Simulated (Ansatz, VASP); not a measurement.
**FeBr4: VASP beside Ansatz**

```xyz
5
Lattice="0.0000 5.4516 5.4516 5.4516 0.0000 5.4516 5.4516 5.4516 0.0000" Properties=species:S:1:pos:R:3 pbc="T T T"
Fe    2.7258    2.7258    2.7258
Br    4.0442    1.4074    4.0442
Br    1.4074    1.4074    1.4074
Br    1.4074    4.0442    4.0442
Br    4.0442    4.0442    1.4074
```

Alike in both runs: functional PBE; k mesh 6 × 6 × 6; occupations gaussian, width 0.1 eV; collinear spin.

Ansatz relaxed the structure, and its values are those at the end. VASP's run is a single point on that final structure, the one shown.

|  | VASP | Ansatz |
| --- | --- | --- |
| version | VASP 6.6.1 | Ansatz 0.2.0 |
| potentials or method | VASP PAW PBE potentials, release 64 (Fe, Br), cutoff 520 eV | scalar-relativistic, plane waves, PAW |
| valence electrons in the cell | 36 | 44 |

```csv
,VASP,Ansatz,Ansatz less VASP
gap on the k mesh at the Fermi level (eV),none,none,-
pressure (GPa),-0.2,-0.2,+0.01
net moment per atom (μB),0.80,0.80,0.000
size of the moment on the site where the two differ most (μB),3.10,3.04,-0.061
```

Site moments also hang on the region over which each program counts them. A gap of «none» marks a metal or a gap that the smearing closes. The functional is the same, so the differences come from potentials, cutoffs and numerics. VASP's potentials hold 36 valence electrons a cell and Ansatz's 44, so a difference there can come from the potentials and not from the codes. Ansatz's warnings: stress scf threshold loose.
